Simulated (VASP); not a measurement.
Here is a VASP 6.6.1 calculation.

The input INCAR:

```
SYSTEM = Ga4Bi3N
PREC = Accurate
ENCUT = 520
EDIFF = 1E-7
ISMEAR = -1
SIGMA = 0.02
LREAL = .FALSE.
LASPH = .TRUE.
NELM = 80
ALGO = Normal
ISIF = 2
LWAVE = .FALSE.
LCHARG = .TRUE.
GGA = PE
LELF = .TRUE.
LVHAR = .TRUE.
NBANDS = 61
```

Contents of KPOINTS:

```
regular mesh
0
G
  4 4 4
  0 0 0
```

POSCAR

```
Ga4Bi3N
1.0
    6.1047393687      0.0000000000      0.0000000000
    0.0000000000      6.1047393687      0.0000000000
    0.0000000000      0.0000000000      6.1047393687
N Ga Bi
1 4 3
Direct
    0.0000000000      0.0000000000      0.0000000000
    0.8011065547      0.8011065547      0.8011065547
    0.1988934453      0.1988934453      0.8011065547
    0.1988934453      0.8011065547      0.1988934453
    0.8011065547      0.1988934453      0.1988934453
    0.5000000000      0.5000000000      0.0000000000
    0.5000000000      0.0000000000      0.5000000000
    0.0000000000      0.5000000000      0.5000000000
```

Potentials or basis: VASP PAW PBE potentials, release 64 (N, Ga_d, Bi_d).

Launch:

```console
$ cat potpaw_PBE.64/N/POTCAR potpaw_PBE.64/Ga_d/POTCAR potpaw_PBE.64/Bi_d/POTCAR > POTCAR
$ mpirun -np 1 vasp_std > vasp.out
```

Task: What does it give for the pressure?

Result: -2.4 GPa.

Task: What does it give for the largest force?

Result: 0.063 eV/Å.

Forces in eV/Å, atoms in the order of the input:
```
N    0.000  0.000  0.000
Ga   0.036  0.036  0.036
Ga  -0.036 -0.036  0.036
Ga  -0.036  0.036 -0.036
Ga   0.036 -0.036 -0.036
Bi   0.000  0.000  0.000
Bi   0.000  0.000  0.000
Bi   0.000  0.000  0.000
```
